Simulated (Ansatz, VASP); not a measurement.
**Two plane-wave programs on Ta**

Contents of INCAR:

```
SYSTEM = Ta
PREC     = Accurate       ! precision mode
ENCUT    = 520            ! plane-wave cutoff, eV
EDIFF    = 1E-6           ! SCF threshold, eV
ISMEAR   = -1             ! smearing method
SIGMA    = 0.05           ! smearing width, eV
LREAL    = .FALSE.        ! projectors in reciprocal space
LASPH    = .TRUE.         ! aspherical terms in the spheres
NELM     = 60             ! most SCF steps
ALGO     = Normal         ! electronic algorithm
ISIF     = 2              ! what is computed and relaxed
LWAVE    = .FALSE.        ! write WAVECAR
LCHARG   = .TRUE.         ! write CHGCAR
LELF     = .TRUE.         ! ELF
LVHAR    = .TRUE.       
NBANDS   = 12             ! bands
```

KPOINTS

```
Automatic mesh
0
G
  16 16 16
  0 0 0
```

POSCAR

```
Ta
1.0
   -1.6265202127      1.6265202127      1.6265202127
    1.6265202127     -1.6265202127      1.6265202127
    1.6265202127      1.6265202127     -1.6265202127
Ta
1
Direct
    0.0000000000      0.0000000000      0.0000000000
```

Input for Ansatz:

```yaml
crystal:
  lattice:
    - [-1.6265202127, 1.6265202127, 1.6265202127]
    - [1.6265202127, -1.6265202127, 1.6265202127]
    - [1.6265202127, 1.6265202127, -1.6265202127]
  atoms:
    - { symbol: Ta, position: [0.0, 0.0, 0.0] }
kpoints:
  mp_grid: { grid: [16, 16, 16] }
  band_path:
    path:
      - [0.0, 0.0, 0.0]
      - [0.5, -0.5, 0.5]
      - [0.0, 0.0, 0.5]
      - [0.0, 0.0, 0.0]
      - [0.25, 0.25, 0.25]
      - [0.5, -0.5, 0.5]
      - [0.25, 0.25, 0.25]
      - [0.0, 0.0, 0.5]
    npoints: 8
scf:
  occupations: { method: fermi_dirac, width: 0.05 }
hamiltonian:
  xc: lda
  pseudopotentials: { kind: paw }
output:
  forces: true
  stress: true
  eigenvalues: true
  populations: true
  dos: { projected: true, de: 0.2, e_range: [-14, 8] }
```

Change from the starting cell: volume scaled by 1, PAW files.

Alike in both runs: task single point; functional LDA; k mesh 16 × 16 × 16; occupations fermi-dirac, width 0.05 eV; no spin polarisation.

|  | VASP | Ansatz |
| --- | --- | --- |
| version | VASP 6.6.1 | Ansatz 0.2.0 |
| potentials or method | VASP PAW LDA potentials, release 64 (Ta_pv) | PAW with Ansatz's default frozen-core files, scalar-relativistic |
| plane-wave cutoff (eV) | 520 | 420 |
| valence electrons in the cell | 11 | 13 |

Ansatz gave:

```
pressure (GPa) : 0.0
```

**Question.** What did VASP give for the same quantities?

**Answer.** Pressure (GPa): 0.8.

LDA's correlation is that of Perdew and Zunger in VASP and of Perdew and Wang (1992) in Ansatz. VASP's potentials hold 11 valence electrons a cell and Ansatz's 13, so a difference there can come from the potentials and not from the codes.

Spin-orbit coupling is off throughout.
